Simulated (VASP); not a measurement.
# AgI (F-43m) in VASP: further runs, part 2 of 2

VASP 6.6.1. The steps go on from the part before.

**3. Single point, HSE06**

Contents of POSCAR:

```
AgI
1.0
    0.0000000000      3.2885749257      3.2885749257
    3.2885749257      0.0000000000      3.2885749257
    3.2885749257      3.2885749257      0.0000000000
Ag I
1 1
Direct
    0.0000000000      0.0000000000      0.0000000000
    0.2500000000      0.2500000000      0.2500000000
```

Contents of INCAR.step1:

```
PREC     = Accurate       # precision mode
ENCUT    = 400            # plane-wave cutoff, eV
EDIFF    = 1E-5           # SCF threshold, eV
ISMEAR   = 0              # smearing method
SIGMA    = 0.01           # smearing width, eV
LREAL    = False          # projectors in reciprocal space
LASPH    = True           # aspherical terms in the spheres
NELM     = 120            # most SCF steps
ALGO     = Normal         # electronic algorithm
ISIF     = 2              # what is computed and relaxed
LWAVE    = True           # write WAVECAR
LCHARG   = False          # write CHGCAR
GGA      = PE             # functional
NBANDS   = 16             # bands
GGA_COMPAT= False
```

Contents of INCAR.step2:

```
PREC     = Accurate       # precision mode
ENCUT    = 400            # plane-wave cutoff, eV
EDIFF    = 1E-6           # SCF threshold, eV
ISMEAR   = 0              # smearing method
SIGMA    = 0.01           # smearing width, eV
LREAL    = False          # projectors in reciprocal space
LASPH    = True           # aspherical terms in the spheres
NELM     = 120            # most SCF steps
ALGO     = Normal         # electronic algorithm
ISIF     = 2              # what is computed and relaxed
LWAVE    = False          # write WAVECAR
LCHARG   = False          # write CHGCAR
GGA      = PE             # functional
LHFCALC  = True           # exact exchange
HFSCREEN = 0.2079         # screening, 1/A
PRECFOCK = Normal       
ISTART   = 1            
NBANDS   = 16             # bands
GGA_COMPAT= False
```

Contents of KPOINTS:

```
regular mesh
0
Gamma
  4 4 4
```

Potentials or basis: VASP PAW PBE potentials, release 64 (Ag, I).

Run with:

```bash
$ cat potpaw_PBE.64/Ag/POTCAR potpaw_PBE.64/I/POTCAR > POTCAR
$ cp INCAR.step1 INCAR
$ mpirun -np 1 vasp_std > vasp.out
$ cp INCAR.step2 INCAR
$ mpirun -np 1 vasp_std > vasp.out
```

OUTCAR:

```text
PREC = Accurate
   ENCUT = 400
   EDIFF = 1E-6
   ISMEAR = 0
   LREAL = False
   LASPH = True
   NELM = 120
   ISIF = 2
   GGA = PE
   LHFCALC = True
   HFSCREEN = 0.2079
   PRECFOCK = Normal
   ISTART = 1

 ion  position               nearest neighbor table
   1  0.000  0.000  0.000-   2 2.85   2 2.85   2 2.85   2 2.85
   2  0.250  0.250  0.250-   1 2.85   1 2.85   1 2.85   1 2.85

  LATTYP: Found a face centered cubic cell.
 ALAT       =     6.5771498514

  Lattice vectors:
[... 328 lines left out ...]

------------------------ aborting loop because EDIFF is reached ----------------------------------------

  FORCE on cell =-STRESS in cart. coord.  units (eV):
  Direction    XX          YY          ZZ          XY          YZ          ZX
  --------------------------------------------------------------------------------------
  -------------------------------------------------------------------------------------
  Total        0.1764745      0.1764745      0.1764745     -0.0000000     -0.0000000      0.0000000
  in kB        3.9750208      3.9750208      3.9750208     -0.0000000     -0.0000000      0.0000000
  external PRESSURE =       3.9750208 kB  Pullay stress =       0.0000000 kB

 VOLUME and BASIS-vectors are now :
 -----------------------------------------------------------------------------
  energy-cutoff  :      400.00
  volume of cell :       71.13
      direct lattice vectors                 reciprocal lattice vectors
     0.000000000  3.288574926  3.288574926    -0.152041541  0.152041541  0.152041541
     3.288574926  0.000000000  3.288574926     0.152041541 -0.152041541  0.152041541
     3.288574926  3.288574926  0.000000000     0.152041541  0.152041541 -0.152041541

 POSITION                                       TOTAL-FORCE (eV/Angst)
 -----------------------------------------------------------------------------------
      0.00000      0.00000      0.00000         0.000000      0.000000      0.000000
      1.64429      1.64429      1.64429        -0.000000     -0.000000     -0.000000
 -----------------------------------------------------------------------------------
    total drift:                               -0.000093     -0.000032     -0.000015

  FREE ENERGIE OF THE ION-ELECTRON SYSTEM (eV)
  ---------------------------------------------------
  free  energy   TOTEN  =        -5.7231480686 eV

  energy  without entropy=       -5.7231480686  energy(sigma->0) =       -5.72314807
```

Run time: 3.1 min. Hardware: 1 thread of Intel Xeon 6975P-C (Granite Rapids), shared host; peak memory 0.27 GiB.

What came out:

| Item | Value |
| --- | --- |
| Free energy | -5.7231 eV |
| Pressure | 0.4 GPa |
| Band gap on the k mesh | 2.48 eV |

Caveat: the PAW data sets were made with another functional, which shifts forces and pressure a little; spin-orbit coupling is left out, which moves the levels of the heavy elements.

**4. Single point, PBE0**

POSCAR is that of step 3.

Contents of INCAR.step1:

```
SYSTEM = AgI
PREC     = Accurate       ! precision mode
ENCUT    = 400            ! plane-wave cutoff, eV
EDIFF    = 1E-5           ! SCF threshold, eV
ISMEAR   = 0              ! smearing method
SIGMA    = 0.01           ! smearing width, eV
LREAL    = .FALSE.        ! projectors in reciprocal space
LASPH    = .TRUE.         ! aspherical terms in the spheres
NELM     = 120            ! most SCF steps
ALGO     = Normal         ! electronic algorithm
ISIF     = 2              ! what is computed and relaxed
LWAVE    = .TRUE.         ! write WAVECAR
GGA      = PE             ! functional
NBANDS   = 16             ! bands
GGA_COMPAT= .FALSE.
```

Contents of INCAR.step2:

```
SYSTEM = AgI
PREC     = Accurate       ! precision mode
ENCUT    = 400            ! plane-wave cutoff, eV
EDIFF    = 1E-6           ! SCF threshold, eV
ISMEAR   = 0              ! smearing method
SIGMA    = 0.01           ! smearing width, eV
LREAL    = .FALSE.        ! projectors in reciprocal space
LASPH    = .TRUE.         ! aspherical terms in the spheres
NELM     = 120            ! most SCF steps
ALGO     = Normal         ! electronic algorithm
ISIF     = 2              ! what is computed and relaxed
LWAVE    = .FALSE.        ! write WAVECAR
LCHARG   = .TRUE.         ! write CHGCAR
GGA      = PE             ! functional
LHFCALC  = .TRUE.         ! exact exchange
AEXX     = 0.25           ! exact-exchange fraction
PRECFOCK = Normal       
LELF     = .TRUE.         ! ELF
LVHAR    = .TRUE.       
ISTART   = 1            
NBANDS   = 16             ! bands
GGA_COMPAT= .FALSE.
```

Contents of KPOINTS:

```
Automatic mesh
0
G
  4 4 4
  0 0 0
```

Run with:

```bash
$ cat potpaw_PBE.64/Ag/POTCAR potpaw_PBE.64/I/POTCAR > POTCAR
$ cp INCAR.step1 INCAR
$ mpirun -np 1 vasp_std > vasp.out
$ cp INCAR.step2 INCAR
$ mpirun -np 1 vasp_std > vasp.out
```

Wall time 2.6 min (1 thread of Intel Xeon 6975P-C (Granite Rapids), shared host); peak memory 0.18 GiB.

Results (log left out):

```
Free energy            : -6.2836 eV
Pressure               : 0.3 GPa
Band gap on the k mesh : 3.19 eV
```

Levels at points of the mesh, in eV from the valence-band top:
| k point | band 7 | band 8 | band 9 | band 10 | band 11 | band 12 |
| --- | --- | --- | --- | --- | --- | --- |
| (0.00, 0.00, 0.00) | 0.00 | 0.00 | 0.00 | 3.19 | 7.73 | 7.73 |
| (0.50, 0.00, 0.00) | -3.48 | -0.72 | -0.72 | 4.68 | 8.17 | 8.17 |
| (0.50, 0.50, 0.00) | -2.86 | -1.81 | -1.81 | 5.40 | 5.76 | 10.40 |

Caveat: the PAW data sets were made with another functional, which shifts forces and pressure a little; spin-orbit coupling is left out, which moves the levels of the heavy elements.

**5. The runs side by side**

| level | spin | k mesh | cutoff (eV) | grid for exact exchange (PRECFOCK) | share of exact exchange | screening parameter | gap on the mesh (eV) | pressure (GPa) |
| --- | --- | --- | --- | --- | --- | --- | --- | --- |
| PBE | non-collinear, zero start, SOC | 6 × 6 × 6 | 500 | - | - | - | - | 0.6 |
| HSE06 | off | 4 × 4 × 4 | 400 | Normal | 0.25 | 0.2079 1/Å | 2.48 | 0.4 |
| PBE0 | off | 4 × 4 × 4 | 400 | Normal | 0.25 | - | 3.19 | 0.3 |

Alike in all rows: task single point; potentials or basis VASP PAW PBE potentials, release 64 (Ag, I); cell as given; smearing gaussian 0.01 eV.

The pressure there spans 0.3 GPa (PBE0) to 0.6 GPa (PBE); a positive pressure means that this level wants a larger cell, a negative one a smaller.

Caveats: the PAW data sets were made with another functional, which shifts forces and pressure a little (at least some runs); spin-orbit coupling is left out, which moves the levels of the heavy elements (at least some runs).

Total energies depend on the potentials used, so only differences within one code and one set of settings carry meaning.
